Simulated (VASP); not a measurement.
# BN: single point with PBE

The system is BN.

```xyz
4
Lattice="2.2666 0.0000 0.0000 -1.1333 1.9630 0.0000 0.0000 0.0000 4.2269" Properties=species:S:1:pos:R:3 pbc="T T T"
B     1.1333    0.6543    4.2257
B     0.0000    1.3086    2.1123
N     1.1333    0.6543    2.6430
N     0.0000    1.3086    0.5295
```

This cell differs from its parent crystal: strain -0.1125 x Voigt [1, 1, 0, 0, 0, 0].

| Quantity | Value |
| --- | --- |
| Program | VASP 6.6.1 |
| Task | single point |
| Functional | PBE |
| Potentials or basis | VASP PAW PBE potentials, release 64 (B, N) |
| Cutoff | 520 eV |
| k mesh | 12 × 12 × 6 |
| Occupations | gaussian, width 0.05 eV |
| Spin | no spin polarisation |

The pressure is 147.4 GPa, the largest force is 1.365 eV/Å and the band gap on the k mesh is 4.02 eV, indirect (least direct gap 5.32 eV).

Forces in eV/Å, atoms in the order of the input:
```
B    0.000  0.000 -1.365
B    0.000  0.000 -1.365
N    0.000  0.000  1.365
N    0.000  0.000  1.365
```

Stress tensor (GPa, compression positive):
```
210.31   0.00   0.00
  0.00 210.31   0.00
  0.00   0.00  21.67
```

Levels at points of the mesh, in eV from the valence-band top:
| k point | band 6 | band 7 | band 8 | band 9 | band 10 | band 11 |
| --- | --- | --- | --- | --- | --- | --- |
| (0.00, 0.00, 0.00) | -1.56 | 0.00 | 0.00 | 5.32 | 10.51 | 10.51 |
| (0.50, 0.00, 0.00) | -5.70 | -5.64 | -3.24 | 7.26 | 8.55 | 11.72 |
| (0.00, 0.00, 0.50) | -0.93 | -0.93 | -0.93 | 11.60 | 11.60 | 11.96 |
| (0.50, 0.00, 0.50) | -5.28 | -4.59 | -4.59 | 6.20 | 6.20 | 11.31 |

It took 11 s on 1 thread of Intel(R) Xeon(R) 6975P-C (Granite Rapids), with other jobs on the host, peak memory 0.14 GiB.

Caveat: the cell differs from its parent crystal (strain -0.1125 x Voigt [1, 1, 0, 0, 0, 0]); forces of over 1 eV/Å act on the atoms, so gaps and moduli don't describe the material at rest. A k mesh can miss the band edges.
